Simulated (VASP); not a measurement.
# S: relaxation of cell and atoms with PBE

Crystal: S.

```
S
1.0
    -1.40682    1.40682    1.40682
     1.40682   -1.40682    1.40682
     1.40682    1.40682   -1.40682
S
1
Direct
  0.00000 0.00000 0.00000
```

This isn't the form of S at room conditions, which is orthorhombic, of S8 rings.

```
Program                : VASP 6.6.1
Task                   : relaxation of cell and atoms
Functional             : PBE
Potentials or basis    : VASP PAW PBE potentials, release 64 (S)
Cutoff                 : 600 eV
k mesh                 : 19 × 19 × 19
Occupations            : fermi-dirac, width 0.08 eV
Spin                   : no spin polarisation
Target pressure        : 58 GPa
Dipole correction      : no
Further INCAR settings : ALGO = Normal; EDIFF = 1e-06; IBRION = 2; EDIFFG = -0.005; NSW = 60; ISIF = 3
```

```
Relaxed volume                                             : 11.14 Å³/atom
Relaxed cell                                               : a = 2.437 Å, b = 2.437 Å, c = 2.437 Å, α = 109.47°, β = 109.47°, γ = 109.47°
Space group after relaxing (to 0.1 Å)                      : Im-3m (No. 229)
Energy change on relaxing (the run minimises the enthalpy) : -1.2 meV/atom
Ionic steps                                                : 3
Pressure after relaxing                                    : 58.0 GPa
Band gap on the k mesh                                     : zero (bands 3 and 4 overlap by 11.22 eV)
```

Step by step:
```
step  energy change (eV)  largest force (eV/Å)  pressure (GPa)  volume (Å³)
   1              0.0000                0.0000           58.08        11.14
   2             -0.0033                0.0000           57.87        11.15
   3             -0.0012                0.0000           58.01        11.14
```

Final structure:
```xyz
1
Lattice="-1.4070 1.4070 1.4070 1.4070 -1.4070 1.4070 1.4070 1.4070 -1.4070" Properties=species:S:1:pos:R:3 pbc="T T T"
S     0.0000    0.0000    0.0000
```

Levels at points of the mesh, in eV from the Fermi level:
```csv
k point,band 1,band 2,band 3,band 4,band 5,band 6,band 7
"(0.00, 0.00, 0.00)",-21.23,5.38,5.38,5.38,12.36,12.36,12.36
```

Wall time 18 s on 1 thread of Intel(R) Xeon(R) Platinum 8259CL CPU @ 2.50GHz (Skylake/Cascade Lake), with other jobs on the host, peak memory 0.13 GiB.

Caveat: the cell is relaxed towards a set pressure, so the run minimises the enthalpy, not the energy.
